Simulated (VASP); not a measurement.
# Si62N (a cell with a defect) in VASP: notebook

The runs below take Si62N (a cell with a defect) through single point, with PBEsol.

All numbers are computed with VASP 6.6.1; they aren't measurements. Logs are shortened: lines on timing, memory, paths and dates and some standing lists are left out, and cuts for length are marked.

## Step 1: The cell of the first run

The cell holds a defect, 63 atoms: a = 10.866 Å, b = 10.866 Å, c = 10.866 Å, α = 90.00°, β = 90.00°, γ = 90.00°.

## Step 2: Single point, PBEsol, collinear spin

The input, INCAR:

```
SYSTEM = Si62N
ALGO = Normal
EDIFF = 1E-6
ENCUT = 520
GGA = PS
GGA_COMPAT = .FALSE.
ISIF = 2
ISMEAR = -1
ISPIN = 2
ISYM = -1
LASPH = .TRUE.
LCHARG = .FALSE.
LORBIT = 11
LREAL = Auto
LWAVE = .FALSE.
MAGMOM = 0 0 0 0 0 0 0 0 0 0 0 0 0 0 0 0 0 0 0 0 0 0.286 0 0.286 0 0 0 0 0 0 0 0 0 0 0 0 0 0.286 0 0 0.286 0 0 0 0 0 0 0 0 0 0 0 0 0.286 0 0 0 0 0.286 0 0 0 0.286
NBANDS = 168
NELECT = 252.0
NELM = 200
PREC = Accurate
SIGMA = 0.05
```

The input, KPOINTS:

```
explicit points
1
Reciprocal
  0.25000000   0.25000000   0.25000000 1
```

The input, POSCAR:

```
Si62N
1.0
   10.8655790000      0.0000000000      0.0000000000
    0.0000000000     10.8655790000      0.0000000000
    0.0000000000      0.0000000000     10.8655790000
Si N
62 1
Direct
    0.0008870000      0.0008110000      0.0006160000
    0.0018670000      0.0018460000      0.4987720000
    0.0019180000      0.4989950000      0.0016650000
    0.0012200000      0.5000240000      0.4998280000
    0.4990430000      0.0018290000      0.0016320000
    0.5000600000      0.0011740000      0.4998060000
    0.5000810000      0.5000350000      0.0009280000
    0.1251550000      0.1251450000      0.1248520000
    0.1274570000      0.1273970000      0.6250340000
    0.1274800000      0.6253250000      0.1272030000
    0.1259110000      0.6258290000      0.6255610000
    0.6253210000      0.1274110000      0.1271880000
    0.6258440000      0.1258560000      0.6255610000
    0.6258680000      0.6258200000      0.1255940000
    0.2488820000      0.2488670000      0.9957810000
    0.2508460000      0.2508060000      0.4959130000
    0.2537920000      0.7499010000      0.9991610000
    0.2600780000      0.7380890000      0.4997200000
    0.7499980000      0.2536620000      0.9992160000
    0.7380650000      0.2600430000      0.4997090000
    0.7523710000      0.7523790000      0.0044260000
    0.7528310000      0.7528630000      0.5094950000
    0.3728380000      0.3728160000      0.1220190000
    0.3886500000      0.3886430000      0.5929560000
    0.3779860000      0.8694650000      0.1295510000
    0.3803200000      0.8701930000      0.6229460000
    0.8694730000      0.3779940000      0.1295400000
    0.8702660000      0.3802100000      0.6229120000
    0.8771260000      0.8770630000      0.1287870000
    0.8785290000      0.8785140000      0.6301800000
    0.2488590000      0.9960760000      0.2486150000
    0.2537590000      0.9994330000      0.7496870000
    0.2508660000      0.4961410000      0.2505630000
    0.2600820000      0.4999810000      0.7378240000
    0.7499590000      0.9994100000      0.2534650000
    0.7523890000      0.0047110000      0.7521130000
    0.7381180000      0.5000350000      0.2598000000
    0.7531000000      0.5094010000      0.7528190000
    0.3728430000      0.1222810000      0.3725660000
    0.3780400000      0.1297660000      0.8692370000
    0.3886760000      0.5932190000      0.3883560000
    0.3804120000      0.6231820000      0.8698950000
    0.8694820000      0.1297780000      0.3777330000
    0.8771540000      0.1289910000      0.8768460000
    0.8701980000      0.6231860000      0.3801450000
    0.8785990000      0.6304200000      0.8783150000
    0.9960790000      0.2488520000      0.2486080000
    0.9995000000      0.2536860000      0.7497100000
    0.9994340000      0.7499140000      0.2535220000
    0.0047250000      0.7523570000      0.7520940000
    0.4961660000      0.2508050000      0.2505560000
    0.4999740000      0.2600300000      0.7378080000
    0.5000500000      0.7380840000      0.2597900000
    0.5097690000      0.7528790000      0.7525490000
    0.1223190000      0.3728190000      0.3725730000
    0.1298200000      0.3780130000      0.8692190000
    0.1298080000      0.8694610000      0.3777290000
    0.1290750000      0.8770730000      0.8768400000
    0.5932530000      0.3886420000      0.3883240000
    0.6231920000      0.3802310000      0.8700040000
    0.6232250000      0.8702090000      0.3800820000
    0.6304410000      0.8785250000      0.8782550000
    0.4702160000      0.4701680000      0.4698860000
```

Potentials or basis: VASP PAW PBE potentials, release 64 (Si, N).

Launch:

```
$ cat potpaw_PBE.64/Si/POTCAR potpaw_PBE.64/N/POTCAR > POTCAR
$ mpirun -np 1 vasp_std > vasp.out
```

OUTCAR:

```text
SYSTEM = Si62N
   EDIFF = 1E-6
   ENCUT = 520
   GGA = PS
   ISIF = 2
   ISMEAR = -1
   ISPIN = 2
   ISYM = -1
   LASPH = .TRUE.
   LORBIT = 11
   LREAL = Auto
   NELECT = 252.0
   NELM = 200
   PREC = Accurate

 ion  position               nearest neighbor table
   1  0.001  0.001  0.001-   8 2.34  29 2.36  44 2.36  58 2.36
   2  0.002  0.002  0.499-   9 2.37  30 2.37  43 2.39  57 2.39
   3  0.002  0.499  0.002-  10 2.37  46 2.37  27 2.39  56 2.39
   4  0.001  0.500  0.500-  28 2.35  45 2.35  55 2.36  11 2.36
   5  0.499  0.002  0.002-  12 2.37  62 2.37  40 2.39  25 2.39
   6  0.500  0.001  0.500-  61 2.35  26 2.35  39 2.36  13 2.36
[... 13 lines left out ...]
  20  0.738  0.260  0.500-  13 2.34  28 2.36  43 2.41  59 2.43
  21  0.752  0.752  0.004-  29 2.34  62 2.35  14 2.35  46 2.35
  22  0.753  0.753  0.509-  30 2.33  61 2.36  45 2.36
[... 24 lines left out ...]
  47  0.996  0.249  0.249-  55 2.35  43 2.35  27 2.35   8 2.36
  48  0.999  0.254  0.750-  44 2.35  56 2.35   9 2.38  28 2.40
  49  0.999  0.750  0.254-  29 2.35  57 2.35  10 2.38  45 2.40
  50  0.005  0.752  0.752-  58 2.35  30 2.35  11 2.35  46 2.35
  51  0.496  0.251  0.251-  39 2.35  23 2.35  12 2.36  59 2.37
  52  0.500  0.260  0.738-  13 2.34  60 2.36  40 2.41  24 2.43
  53  0.500  0.738  0.260-  14 2.34  61 2.36  25 2.41  41 2.43
  54  0.510  0.753  0.753-  62 2.33  26 2.36  42 2.36
  55  0.122  0.373  0.373-  33 2.35  16 2.35  47 2.35   4 2.36
  56  0.130  0.378  0.869-  48 2.35  15 2.35   3 2.39  34 2.41
  57  0.130  0.869  0.378-  49 2.35  31 2.35   2 2.39  18 2.41
  58  0.129  0.877  0.877-  50 2.35  32 2.35  17 2.35   1 2.36
  59  0.593  0.389  0.388-  63 1.83  51 2.37  37 2.43  20 2.43  41 3.14  24 3.14
  60  0.623  0.380  0.870-   7 2.35  52 2.36  38 2.36  19 2.40
  61  0.623  0.870  0.380-   6 2.35  53 2.36  22 2.36  35 2.40
  62  0.630  0.879  0.878-  54 2.33  21 2.35  36 2.35   5 2.37
  63  0.470  0.470  0.470-  59 1.83  41 1.83  24 1.83

IMPORTANT INFORMATION: All symmetrisations will be switched off!
NOSYMM: (Re-)initialisation of all symmetry stuff for point group C_1.

----------------------------------------------------------------------------------------

                                     Primitive cell

  volume of cell :    1282.7990

  direct lattice vectors                    reciprocal lattice vectors
    10.865579000  0.000000000  0.000000000     0.092033752  0.000000000  0.000000000
     0.000000000 10.865579000  0.000000000     0.000000000  0.092033752  0.000000000
     0.000000000  0.000000000 10.865579000     0.000000000  0.000000000  0.092033752

  length of vectors
    10.865579000 10.865579000 10.865579000     0.092033752  0.092033752  0.092033752

  position of ions in fractional coordinates (direct lattice)
     0.000887000  0.000811000  0.000616000
     0.001867000  0.001846000  0.498772000
     0.001918000  0.498995000  0.001665000
     0.001220000  0.500024000  0.499828000
     0.499043000  0.001829000  0.001632000
     0.500060000  0.001174000  0.499806000
[... 55 lines left out ...]
     0.630441000  0.878525000  0.878255000
     0.470216000  0.470168000  0.469886000

  ion indices of the primitive-cell ions
   primitive index   ion index
                 1           1
                 2           2
                 3           3
                 4           4
                 5           5
                 6           6
[... 55 lines left out ...]
                62          62
                63          63

----------------------------------------------------------------------------------------

 KPOINTS: explicit points

Read explicit list of k-points.

 Found      1 k-points:

 Following reciprocal coordinates:
            Coordinates               Weight
  0.250000  0.250000  0.250000      1.000000
   k-points           NKPTS =      1   k-points in BZ     NKDIM =      1   number of bands    NBANDS=    168
   number of dos      NEDOS =    301   number of ions     NIONS =     63
   total plane-waves  NPLWV = 592704
   dimension x,y,z NGX =    84 NGY =   84 NGZ =   84
   dimension x,y,z NGXF=   168 NGYF=  168 NGZF=  168
   ions per type =              62   1
   NGX,Y,Z   is equivalent  to a cutoff of  12.85, 12.85, 12.85 a.u.
   NGXF,Y,Z  is equivalent  to a cutoff of  25.70, 25.70, 25.70 a.u.
 SYSTEM =  Si62N
   PREC   = accura    normal or accurate (medium, high low for compatibility)
   ISTART =      0    job   : 0-new  1-cont  2-samecut
   ICHARG =      2    charge: 1-file 2-atom 10-const
   ISPIN  =      2    spin polarized calculation?
   LNONCOLLINEAR =      F non collinear calculations
   LSORBIT =      F    spin-orbit coupling
   LASPH  =      T    aspherical Exc in radial PAW
   ENCUT  =  520.0 eV  38.22 Ry    6.18 a.u.  20.20 20.20 20.20*2*pi/ulx,y,z
   NELM   =    200;   NELMIN=  2; NELMDL= -5     # of ELM steps
   EDIFF  = 0.1E-05   stopping-criterion for ELM
   LREAL  =      T    real-space projection
   EDIFFG = 0.1E-04   stopping-criterion for IOM
   NSW    =      0    number of steps for IOM
   IBRION =     -1    ionic relax: 0-MD 1-quasi-New 2-CG
   NFREE  =      0    steps in history (QN), initial steepest desc. (CG)
   ISIF   =      2    stress and relaxation
   ISYM   =     -1    0-nonsym 1-usesym 2-fastsym
   POTIM  = 0.5000    time-step for ionic-motion
   TEBEG  =    0.0;   TEEND  =   0.0 temperature during run
   PSTRESS=    0.0 pullay stress
   NELECT =     252.0000    total number of electrons
   NUPDOWN=      -1.0000    fix difference up-down
   EMIN   =  10.00;   EMAX   =-10.00  energy-range for DOS
   EFERMI =   0.00;   METHOD = LEGACY
   ISMEAR =    -1;   SIGMA  =   0.05  broadening in eV -4-tet -1-fermi 0-gaus
   EFERMI_NEDOS =   21; number of points for ismear=-14 and -15
   IALGO  =     38    algorithm
   IMIX   =      4    mixing-type and parameters
     AMIX     =   0.40;   BMIX     =  1.00
     AMIX_MAG =   1.60;   BMIX_MAG =  1.00
  volume/ion in A,a.u.               =      20.36       137.41
  Fermi-wavevector in a.u.,A,eV,Ry     =   0.951675  1.798406 12.322605  0.905686
  Thomas-Fermi vector in A             =   2.080167
   LORBIT       =     11    0 simple, 1 ext, 2 COOP (PROOUT), +10 PAW based schemes
   GGA     = PS    functional components
   LHFCALC =     F    Hartree Fock is set to
   AEXX    =    0.0000 exact exchange contribution
   IVDW    =     0    specifies the selected vdW correction
   LEPSILON=     F    determine dielectric tensor
   LRPA    =     F    only Hartree local field effects (RPA)
 spin polarized calculation
  energy-cutoff  :      520.00
  volume of cell :     1282.80
 maximum number of plane-waves:     34484
 NGX is ok and might be reduce to    80
   NGX = 41   NGY = 41   NGZ = 41

 number of electron     251.9999997 magnetization       0.0000164

 number of electron     251.9999997 magnetization      -0.0000105

 Free energy of the ion-electron system (eV)
  ---------------------------------------------------
  ext. energy  EPLUGINS =         0.00000000
  ---------------------------------------------------
  free energy    TOTEN  =      -368.14805963 eV

  energy without entropy =     -368.14783057  energy(sigma->0) =     -368.14794510

 E-fermi :   5.5438     XC(G=0):  -9.4464

 val. band max:        5.0502032140   @ k =   0.2500   0.2500   0.2500
 cond. band min:       6.0370259793   @ k =   0.2500   0.2500   0.2500
 fundamental gap:      0.9868227653
 Fermi energy:         5.5437594642

 spin component 1

 k-point     1 :       0.2500    0.2500    0.2500
  band No.  band energies     occupation
      1     -10.5682      1.00000
      2      -6.0959      1.00000
      3      -5.6278      1.00000
      4      -5.6276      1.00000
      5      -5.4938      1.00000
      6      -5.1210      1.00000
[... 130 lines left out ...]
    137       7.3147      0.00000
    138       7.3150      0.00000
 Fermi energy:         5.5437594642

 spin component 2

 k-point     1 :       0.2500    0.2500    0.2500
  band No.  band energies     occupation
      1     -10.5682      1.00000
      2      -6.0959      1.00000
      3      -5.6278      1.00000
      4      -5.6276      1.00000
      5      -5.4938      1.00000
      6      -5.1210      1.00000
[... 130 lines left out ...]
    137       7.3147      0.00000
    138       7.3150      0.00000
 [bands above 138 left out]

------------------------ aborting loop because EDIFF is reached ----------------------------------------

  FORCE on cell =-STRESS in cart. coord.  units (eV):
  Direction    XX          YY          ZZ          XY          YZ          ZX
  --------------------------------------------------------------------------------------
  -------------------------------------------------------------------------------------
  Total      -23.8709260    -23.8465736    -23.8611338      0.1995594      0.2004531      0.2242262
  in kB      -29.8140673    -29.7836519    -29.8018372      0.2492437      0.2503598      0.2800518
  external PRESSURE =     -29.7998521 kB  Pullay stress =       0.0000000 kB

 VOLUME and BASIS-vectors are now :
 -----------------------------------------------------------------------------
  energy-cutoff  :      520.00
  volume of cell :     1282.80
      direct lattice vectors                 reciprocal lattice vectors
    10.865579000  0.000000000  0.000000000     0.092033752  0.000000000  0.000000000
     0.000000000 10.865579000  0.000000000     0.000000000  0.092033752  0.000000000
     0.000000000  0.000000000 10.865579000     0.000000000  0.000000000  0.092033752

 POSITION                                       TOTAL-FORCE (eV/Angst)
 -----------------------------------------------------------------------------------
      0.00964      0.00881      0.00669        -0.006254     -0.007113     -0.008551
      0.02029      0.02006      5.41945        -0.001547     -0.002037     -0.003014
      0.02084      5.42187      0.01809        -0.002458      0.000494     -0.002390
      0.01326      5.43305      5.43092        -0.000016      0.000449     -0.001569
      5.42239      0.01987      0.01773        -0.001785     -0.001855     -0.002460
      5.43344      0.01276      5.43068        -0.001634      0.000362     -0.001856
[... 55 lines left out ...]
      6.85011      9.54568      9.54275         0.000055     -0.003993     -0.006772
      5.10917      5.10865      5.10558         0.014261      0.015337      0.020226
 -----------------------------------------------------------------------------------
    total drift:                                0.023004      0.018389      0.013709

  FREE ENERGIE OF THE ION-ELECTRON SYSTEM (eV)
  ---------------------------------------------------
  free  energy   TOTEN  =      -368.1480596288 eV

  energy  without entropy=     -368.1478305660  energy(sigma->0) =     -368.14794510

 total charge

# of ion       s       p       d       tot
------------------------------------------
    1        0.753   0.931   0.000   1.684
    2        0.757   0.899   0.000   1.656
    3        0.757   0.899   0.000   1.656
    4        0.752   0.934   0.000   1.687
    5        0.757   0.899   0.000   1.656
    6        0.752   0.934   0.000   1.687
[... 55 lines left out ...]
   62        0.751   0.935   0.000   1.687
   63        1.216   2.533   0.000   3.749
--------------------------------------------------
tot         48.024  59.200   0.000 107.224

 magnetization (x)

# of ion       s       p       d       tot
------------------------------------------
    1        0.000   0.000   0.000   0.000
    2        0.000   0.000   0.000   0.000
    3        0.000   0.000   0.000   0.000
    4       -0.000  -0.000   0.000  -0.000
    5       -0.000   0.000   0.000   0.000
    6        0.000  -0.000   0.000  -0.000
[... 55 lines left out ...]
   62       -0.000  -0.000   0.000  -0.000
   63       -0.000  -0.000   0.000  -0.000
--------------------------------------------------
tot         -0.000  -0.000   0.000  -0.000
```

It took 12 min on 1 thread of Intel Xeon 6975P-C (Granite Rapids), shared host; peak memory 1.5 GiB.

What came out:

```
Free energy                                           : -368.1481 eV
Largest force                                         : 0.029 eV/Å
Net moment                                            : 0.00 μB per cell
Valence electrons inside the program's atomic spheres : Si 1.68, 1.66, 1.69, 1.67, 1.62, 1.60 (each value once); N 3.75
```

Forces in eV/Å, atoms in the order of the input:
```
Si  -0.006 -0.007 -0.009
Si  -0.002 -0.002 -0.003
Si  -0.002  0.000 -0.002
Si   0.000  0.000 -0.002
Si  -0.002 -0.002 -0.002
Si  -0.002  0.000 -0.002
Si   0.001  0.000  0.004
Si   0.002  0.003  0.008
Si   0.003  0.004  0.006
Si   0.002  0.002  0.005
Si  -0.006  0.000  0.003
Si   0.005  0.002  0.004
Si  -0.001 -0.004  0.002
Si  -0.001  0.002 -0.004
Si   0.002  0.000 -0.004
Si   0.003  0.003 -0.004
Si   0.004 -0.011 -0.006
Si   0.009 -0.003  0.002
Si  -0.013  0.005 -0.006
Si   0.001  0.006  0.002
Si   0.000 -0.004  0.002
Si  -0.001  0.000 -0.006
Si   0.005  0.003  0.007
Si  -0.008 -0.010 -0.008
Si   0.004 -0.004  0.002
Si   0.001  0.003  0.006
Si  -0.001  0.002  0.004
Si   0.002  0.000  0.006
Si   0.000  0.000  0.000
Si  -0.005 -0.005 -0.001
Si   0.001 -0.004 -0.001
Si   0.004 -0.004 -0.011
Si   0.002 -0.001  0.003
Si   0.009  0.005  0.000
Si  -0.011 -0.003  0.005
Si  -0.003  0.001 -0.003
Si   0.000 -0.001  0.008
Si  -0.002 -0.003 -0.001
Si   0.005  0.007  0.004
Si   0.001  0.002 -0.003
Si  -0.010 -0.003 -0.009
Si  -0.002  0.007  0.002
Si  -0.002  0.001  0.001
Si   0.000  0.000  0.002
Si   0.002  0.006 -0.001
Si  -0.005  0.000 -0.006
Si  -0.003  0.002  0.001
Si  -0.003  0.005 -0.013
Si  -0.004 -0.012  0.002
Si   0.002 -0.003 -0.001
Si  -0.001  0.004  0.002
Si   0.006  0.008  0.001
Si   0.000 -0.001  0.008
Si  -0.008 -0.002 -0.001
Si   0.007  0.004  0.002
Si   0.001  0.002 -0.003
Si   0.000  0.000  0.003
Si  -0.001  0.000  0.001
Si  -0.006 -0.010 -0.007
Si   0.006 -0.004  0.000
Si   0.006  0.000 -0.001
Si   0.000 -0.004 -0.007
N    0.014  0.015  0.020
```

Caveat: the cell carries a net charge on a neutralising background, which shifts energy and pressure; the cell is charged against a uniform background, so pressure and absolute levels hang on convention; the PAW data sets were made with another functional, which shifts forces and pressure a little.

(Part 1 of 2 ends here.)
